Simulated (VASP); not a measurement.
Input of a VASP 6.6.1 run:

Contents of POSCAR:

```
PbS2
1.0
    6.5102724966      0.0000000000      0.0000000000
    0.0000000000      6.5102724966      0.0000000000
    0.0000000000      0.0000000000      4.0060988999
Pb S
2 4
Direct
    0.0000000000      0.0000000000      0.0000000000
    0.5000000000      0.5000000000      0.5000000000
    0.3067779322      0.3067779322      0.0000000000
    0.1932220678      0.8067779322      0.5000000000
    0.8067779322      0.1932220678      0.5000000000
    0.6932220678      0.6932220678      0.0000000000
```

Contents of INCAR.step1:

```
SYSTEM = PbS2
PREC = Accurate ; ENCUT = 520
ISMEAR = -1 ; SIGMA = 0.02
LREAL = .False. ; LASPH = .True.
NELM = 100 ; NBANDS = 35
GGA = PE ; ALGO = Normal
EDIFF = 1E-4 ; LWAVE = .True.
LCHARG = .False.
```

Contents of INCAR.step2:

```
SYSTEM = PbS2
PREC = Accurate ; ENCUT = 520
EDIFF = 1E-6 ; ISMEAR = -1
SIGMA = 0.02 ; LREAL = .False.
LASPH = .True. ; NELM = 100
ALGO = Normal ; ISIF = 2
LWAVE = .False. ; LCHARG = .True.
METAGGA = R2SCAN ; LMIXTAU = .True.
LELF = .True. ; LVHAR = .True.
NBANDS = 35 ; ISTART = 1
```

File KPOINTS:

```
regular mesh
0
Gamma
  4 4 6
  0 0 0
```

Potentials or basis: VASP PAW PBE potentials, release 64 (Pb_d, S).

Launch:

```bash
$ cat potpaw_PBE.64/Pb_d/POTCAR potpaw_PBE.64/S/POTCAR > POTCAR
$ cp INCAR.step1 INCAR
$ mpirun -np 1 vasp_std > vasp.out
$ cp INCAR.step2 INCAR
$ mpirun -np 1 vasp_std > vasp.out
```

(1) Estimate the largest force.

(2) What does it give for the band gap on the k mesh?

(3) Estimate the pressure.

## Answers

(1) 0.160 eV/Å.

(2) zero (band 26 reaches 2.61 eV, above the bottom of band 27 at 2.60 eV).

(3) -2.8 GPa.

Caveat: the PAW data sets were made with another functional, which shifts forces and pressure a little; spin-orbit coupling is left out, which moves the levels of the heavy elements.
